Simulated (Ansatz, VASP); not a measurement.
## Al in VASP and in Ansatz

```xyz
4
Lattice="2.8823 0.0000 0.0000 -1.4411 2.4961 0.0000 0.0000 0.0000 10.3065" Properties=species:S:1:pos:R:3 pbc="T T T"
Al    0.0000    0.0000    0.0000
Al    0.0000    1.6641    2.5766
Al    0.0000    0.0000    5.1532
Al    1.4412    0.8320    7.7299
```

Alike in both runs: task single point; functional PBE; dispersion D3(BJ); k mesh 18 × 18 × 4; occupations gaussian, width 0.15 eV; no spin polarisation.

|  | VASP | Ansatz |
| --- | --- | --- |
| version | VASP 6.6.1 | Ansatz 0.2.0 |
| potentials or method | VASP PAW PBE potentials, release 64 (Al), cutoff 500 eV | scalar-relativistic, plane waves, PAW |
| valence electrons in the cell | 12 | 12 |

```tsv
	VASP	Ansatz	Ansatz less VASP
gap on the k mesh at the Fermi level (eV)	none	none	-
pressure (GPa)	-8.8	-8.7	+0.02
traceless stress, the component that is largest in VASP (GPa)	-2.33	-2.35	-0.019
```

A gap of «none» marks a metal or a gap that the smearing closes.
